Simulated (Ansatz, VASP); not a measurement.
One calculation of TiO2, two programs

```
Ti O
1.0
     4.52731    0.00000    0.00000
     0.00000    4.52731    0.00000
     0.00000    0.00000    2.88977
Ti O
2 4
Cartesian
  0.0000 0.0000 0.0454
  2.2637 2.2637 1.4902
  1.3813 1.3813 -0.0679
  0.8824 3.6449 1.3770
  3.1460 3.1460 -0.0679
  3.6449 0.8824 1.3770
```

Change from the starting cell: mode 1 frozen in at -0.070 Å, equal normal strain along x, y and z -0.0250.

Alike in both runs: task single point; functional PBE; k mesh 6 × 6 × 10; occupations gaussian, width 0.05 eV; no spin polarisation.

```csv
,VASP,Ansatz
version,VASP 6.6.1,Ansatz 0.2.0
potentials or method,"VASP PAW PBE potentials, release 64 (Ti_sv, O), cutoff 520 eV","scalar-relativistic, plane waves, PAW"
valence electrons in the cell,48,48
```

|  | VASP | Ansatz | Ansatz less VASP |
| --- | --- | --- | --- |
| gap on the k mesh at the Fermi level (eV) | 2.24 | 2.27 | +0.032 |
| least direct gap on the mesh (eV) | 2.44 | 2.47 | +0.032 |
| pressure (GPa) | 23.4 | 22.6 | -0.79 |
| traceless stress, the component that is largest in VASP (GPa) | 4.65 | 4.41 | -0.243 |
| rms of the force components (eV/Å) | 0.413 | 0.386 | -0.0265 |

Atom by atom the forces differ by 0.027 eV/Å (rms over components).
